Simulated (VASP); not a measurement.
# Sn: single point with PBE

Crystal: Sn.

```
CELL_PARAMETERS angstrom
0.00000 3.27774 3.27774
3.27774 0.00000 3.27774
3.27774 3.27774 0.00000
ATOMIC_POSITIONS crystal
Sn 0.50000 0.50000 0.50000
Sn 0.75000 0.75000 0.75000
```

This cell differs from its parent crystal: volume scaled by 1.03.

| Quantity | Value |
| --- | --- |
| Program | VASP 6.6.1 |
| Task | single point |
| Functional | PBE |
| Potentials or basis | VASP PAW PBE potentials, release 64 (Sn_d) |
| Cutoff | 520 eV |
| k mesh | 9 × 9 × 9 |
| Occupations | fermi-dirac, width 0.03 eV |
| Spin | no spin polarisation |
| Dipole correction | no |
| Further INCAR settings | ALGO = Normal; EDIFF = 1e-07; NBANDS = 21 |

| Quantity | Value |
| --- | --- |
| Pressure | 1.7 GPa |
| Band gap on the k mesh | zero (band 14 reaches 5.41 eV, above the bottom of band 15 at 5.28 eV) |

Levels at points of the mesh, in eV from the Fermi level:
| k point | band 11 | band 12 | band 13 | band 14 | band 15 | band 16 | band 17 | band 18 |
| --- | --- | --- | --- | --- | --- | --- | --- | --- |
| (0.00, 0.00, 0.00) | -10.35 | -0.79 | 0.14 | 0.14 | 0.14 | 2.21 | 2.21 | 2.21 |

Wall time 48 s on 1 thread of Intel(R) Xeon(R) Platinum 8259CL CPU @ 2.50GHz (Skylake/Cascade Lake), with other jobs on the host, peak memory 0.22 GiB.

Caveat: spin-orbit coupling is left out, which moves the levels of the heavy elements.
